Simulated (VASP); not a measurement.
# Al6SiAs8 (a cell with a defect) in VASP: further runs, part 2 of 2

VASP 6.6.1. Earlier steps stand in the parts before.

## Step 4: Single point, PBE, collinear spin, zero start

INCAR

```
SYSTEM = Al6SiAs8
PREC = Accurate
ENCUT = 520
EDIFF = 1E-6
ISMEAR = 0
SIGMA = 0.02
LREAL = Auto
LASPH = .True.
NELM = 150
ALGO = Normal
ISIF = 2
LWAVE = .False.
LCHARG = .True.
ISPIN = 2
MAGMOM = 0 0 0 0 0 0 0 0 0 0 0 0 0 0 0
LORBIT = 11
GGA = PE
LELF = .True.
LVHAR = .True.
NELECT = 63.0
NBANDS = 48
```

KPOINTS

```
regular mesh
0
Gamma
  2 2 2
  0 0 0
```

POSCAR

```
Al6SiAs8
1.0
   -4.0023940000     -6.9323500000      0.0000000000
    6.0035910000     -3.4661750000      0.0000000000
    0.0000000000      0.0000000000      6.5778050000
Al Si As
6 1 8
Direct
    0.4992134378      0.3497759705      0.0030254773
    0.2528319382      0.8348333576      0.0079996291
   -0.0019863257      0.3435916840     -0.0034142088
   -0.0201795703      0.6649144502      0.4985412307
    0.7324834589      0.8450719579      0.0084357928
    0.7541480401      0.1793630830      0.4851887522
    0.3325625786      1.0743940534      0.5140523320
    0.4826241300      0.3371986736      0.3889885760
    0.4940932358      0.6762935387      0.8534547619
    0.2625439828      0.7761388911      0.3823754277
    0.2570070853      0.1636498250      0.8619434599
    0.0202523503      0.3271175344      0.3749104755
   -0.0086534482      0.6806577082      0.8784276822
    0.7282927247      0.8402593434      0.3834379402
    0.7483805081      0.1791284009      0.8685824527
```

The run is started by

```sh
$ cat potpaw_PBE.64/Al/POTCAR potpaw_PBE.64/Si/POTCAR potpaw_PBE.64/As/POTCAR > POTCAR
$ mpirun -np 1 vasp_std > vasp.out
```

It took 3.1 min on 1 thread of Intel Xeon 6975P-C (Granite Rapids), shared host; peak memory 0.59 GiB.

Results (log left out):

- Free energy: -64.2473 eV
- Largest force: 1.321 eV/Å
- Net moment: 0.00 μB per cell
- Valence electrons inside the program's atomic spheres: Al 0.77, 0.78 (each value once); Si 1.56; As 2.81, 2.84, 2.85, 2.82, 2.88, 2.89 (each value once)

Forces on the atoms (eV/Å):
```
Al  -0.047 -0.065 -0.028
Al  -0.151 -0.014 -0.008
Al  -0.011  0.034  0.012
Al  -0.103 -0.066 -0.014
Al  -0.088  0.022  0.031
Al  -0.227  0.050  0.003
Si   1.232  0.429 -0.205
As   0.015 -0.300 -0.009
As  -0.197  0.041 -0.025
As   0.062 -0.153  0.090
As  -0.018 -0.001  0.097
As  -0.125 -0.026  0.023
As  -0.048 -0.019  0.017
As  -0.212  0.049  0.007
As  -0.082  0.019  0.010
```

Levels at points of the mesh, in eV from the Fermi level:
Spin up:
```
           k point  band 28  band 29  band 30  band 31  band 32  band 33  band 34  band 35  band 36  band 37
(0.00, 0.00, 0.00)    -0.79    -0.70    -0.11     0.06     0.26     0.78     1.18     1.75     2.08     2.48
(0.50, 0.00, 0.00)    -1.26    -1.06    -0.68    -0.63    -0.04     0.95     2.16     2.33     2.79     3.04
(0.00, 0.50, 0.00)    -1.16    -0.57    -0.46    -0.19     0.04     0.60     1.41     1.90     1.98     2.37
(0.50, 0.50, 0.00)    -1.24    -1.03    -0.86    -0.55    -0.33     1.11     2.22     2.53     2.83     2.92
(0.00, 0.00, 0.50)    -0.74    -0.68    -0.65    -0.34     0.08     0.94     1.15     2.04     2.22     2.31
(0.50, 0.00, 0.50)    -1.36    -1.31    -1.08    -0.82    -0.34     1.28     1.78     2.27     2.49     2.59
(0.00, 0.50, 0.50)    -1.22    -1.20    -0.90    -0.72    -0.31     0.43     1.01     1.76     1.98     2.11
(0.50, 0.50, 0.50)    -1.70    -1.36    -1.21    -0.99    -0.70     1.16     1.65     2.49     2.61     2.78
```
Spin down:
```
           k point  band 28  band 29  band 30  band 31  band 32  band 33  band 34  band 35  band 36  band 37
(0.00, 0.00, 0.00)    -0.79    -0.70    -0.11     0.06     0.26     0.78     1.18     1.75     2.08     2.48
(0.50, 0.00, 0.00)    -1.26    -1.06    -0.68    -0.63    -0.04     0.95     2.16     2.33     2.79     3.04
(0.00, 0.50, 0.00)    -1.16    -0.57    -0.46    -0.19     0.04     0.60     1.41     1.90     1.98     2.37
(0.50, 0.50, 0.00)    -1.24    -1.03    -0.86    -0.55    -0.33     1.11     2.22     2.53     2.83     2.92
(0.00, 0.00, 0.50)    -0.74    -0.68    -0.65    -0.34     0.08     0.94     1.15     2.04     2.22     2.31
(0.50, 0.00, 0.50)    -1.36    -1.31    -1.08    -0.82    -0.34     1.28     1.78     2.27     2.49     2.59
(0.00, 0.50, 0.50)    -1.22    -1.20    -0.90    -0.72    -0.31     0.43     1.01     1.76     1.98     2.11
(0.50, 0.50, 0.50)    -1.70    -1.36    -1.21    -0.99    -0.70     1.16     1.65     2.49     2.61     2.78
```

Caveat: the k points lie up to 0.48 Å⁻¹ apart; the cell carries a net charge on a neutralising background, which shifts energy and pressure; the cell is charged against a uniform background, so pressure and absolute levels hang on convention.

## Step 5: Single point, PBE, collinear spin, zero start

INCAR is that of step 4.

KPOINTS

```
Automatic mesh
0
Gamma
  2 2 2
  0 0 0
```

POSCAR

```
Al6SiAs8
1.0
   -4.0023940000     -6.9323500000      0.0000000000
    6.0035910000     -3.4661750000      0.0000000000
    0.0000000000      0.0000000000      6.5778050000
Al Si As
6 1 8
Direct
    0.4977300134      0.3474185065      0.0052306202
    0.2637978562      0.8292849991      0.0073345136
   -0.0004287317      0.3328389704     -0.0071383995
    0.0040597500      0.6805641355      0.4990905021
    0.7412026337      0.8282276348      0.0139570875
    0.7381611868      0.1538145928      0.4946604528
    0.2544794640      1.1611650560      0.4871617508
    0.4884446364      0.3529610665      0.3879084284
    0.5027398434      0.6674906623      0.8451620259
    0.2741637431      0.8315145586      0.3892223926
    0.2522654526      0.1650045338      0.8615130731
    0.0022617731      0.3320373602      0.3777167307
    0.0024664605      0.6723289023      0.8801659520
    0.7332011662      0.8136770057      0.3882895586
    0.7454543555      0.1650050844      0.8770424176
```

The run is started by

```sh
$ cat potpaw_PBE.64/Al/POTCAR potpaw_PBE.64/Si/POTCAR potpaw_PBE.64/As/POTCAR > POTCAR
$ mpirun -np 1 vasp_std > vasp.out
```

It took 2.8 min on 1 thread of Intel Xeon 6975P-C (Granite Rapids), shared host; peak memory 0.59 GiB.

The run converged. Its results:

```
Free energy                                           : -65.3834 eV
Largest force                                         : 0.026 eV/Å
Net moment                                            : 0.00 μB per cell
Valence electrons inside the program's atomic spheres : Al 0.77, 0.76 (each value once); Si 1.57; As 2.80, 2.83, 2.86, 2.84, 2.88, 2.82 (each value once)
```

Forces on the atoms (eV/Å):
```
Al   0.000  0.003  0.009
Al   0.005  0.000  0.003
Al  -0.010  0.000  0.003
Al  -0.016 -0.008  0.000
Al  -0.003 -0.009 -0.002
Al   0.026 -0.001  0.001
Si   0.004 -0.012  0.005
As   0.004 -0.020 -0.002
As  -0.001 -0.003 -0.025
As  -0.021  0.004  0.000
As  -0.002  0.001  0.009
As   0.008  0.011 -0.010
As   0.001  0.006 -0.004
As   0.004  0.016  0.020
As   0.001  0.012 -0.007
```

Levels at points of the mesh, in eV from the Fermi level:
Spin up:
```tsv
k point	band 29	band 30	band 31	band 32	band 33	band 34	band 35	band 36
(0.00, 0.00, 0.00)	-0.77	0.02	0.07	0.21	0.93	1.59	1.89	2.23
(0.50, 0.00, 0.00)	-1.03	-0.79	-0.30	-0.02	1.94	2.01	2.44	2.68
(0.00, 0.50, 0.00)	-0.96	-0.55	-0.23	0.05	1.20	1.57	1.61	2.33
(0.50, 0.50, 0.00)	-1.33	-0.75	-0.66	-0.29	2.24	2.32	2.74	2.77
(0.00, 0.00, 0.50)	-0.70	-0.62	-0.31	-0.04	1.05	1.59	1.83	2.27
(0.50, 0.00, 0.50)	-1.32	-1.07	-0.62	-0.39	1.60	2.20	2.44	2.52
(0.00, 0.50, 0.50)	-1.20	-0.92	-0.87	-0.27	0.94	1.64	1.79	1.86
(0.50, 0.50, 0.50)	-1.53	-1.22	-0.94	-0.75	1.75	2.28	2.48	2.64
```
Spin down:
```
           k point  band 30  band 31  band 32  band 33  band 34  band 35
(0.00, 0.00, 0.00)     0.02     0.07     0.21     0.93     1.59     1.89
(0.50, 0.00, 0.00)    -0.79    -0.30    -0.02     1.94     2.01     2.44
(0.00, 0.50, 0.00)    -0.55    -0.23     0.05     1.20     1.57     1.61
(0.50, 0.50, 0.00)    -0.75    -0.66    -0.29     2.24     2.32     2.74
(0.00, 0.00, 0.50)    -0.62    -0.31    -0.04     1.05     1.59     1.83
(0.50, 0.00, 0.50)    -1.07    -0.62    -0.39     1.60     2.20     2.44
(0.00, 0.50, 0.50)    -0.92    -0.87    -0.27     0.94     1.64     1.79
(0.50, 0.50, 0.50)    -1.22    -0.94    -0.75     1.75     2.28     2.48
```

Caveat: the k points lie up to 0.48 Å⁻¹ apart; the cell carries a net charge on a neutralising background, which shifts energy and pressure; the cell is charged against a uniform background, so pressure and absolute levels hang on convention.
